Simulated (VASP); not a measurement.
Input of a VASP 6.6.1 run:

File INCAR:

```
SYSTEM = LiF
PREC = Accurate ; ENCUT = 650
EDIFF = 1E-6 ; ISMEAR = 1
SIGMA = 0.1 ; LREAL = .FALSE.
LASPH = .TRUE. ; NELM = 120
ALGO = Normal ; ISIF = 2
LWAVE = .FALSE. ; LCHARG = .TRUE.
GGA = PS ; LELF = .TRUE.
LVHAR = .TRUE. ; NBANDS = 18
GGA_COMPAT = .FALSE. ; NELMDL = -8
```

KPOINTS

```
regular mesh
0
G
  5 5 3
  0 0 0
```

File POSCAR:

```
LiF
1.0
    2.5595330000      0.0000000000      0.0000000000
    0.0000000000      2.5595330000      0.0000000000
    0.0000000000      0.0000000000      5.6190660000
Li F
2 2
Direct
    0.0000000000      0.0000000000      0.0000000000
    0.0000000000      0.0000000000      0.4555086201
    0.5000000000      0.5000000000      0.2277543101
    0.5000000000      0.5000000000      0.6832629302
```

Potentials or basis: VASP PAW PBE potentials, release 64 (Li_sv, F).

The run is started by

```console
$ cat potpaw_PBE.64/Li_sv/POTCAR potpaw_PBE.64/F/POTCAR > POTCAR
$ mpirun -np 1 vasp_std > vasp.out
```

Q: Estimate the band gap on the k mesh.

A: 5.26 eV, indirect (least direct gap 5.54 eV).

Q: Estimate the largest force.

A: 1.010 eV/Å.

Forces in eV/Å, atoms in the order of the input:
```
Li   0.000  0.000 -0.500
Li   0.000  0.000  1.004
F    0.000  0.000 -1.010
F    0.000  0.000  0.506
```

Caveat: the k points lie up to 0.49 Å⁻¹ apart; the PAW data sets were made with another functional, which shifts forces and pressure a little.
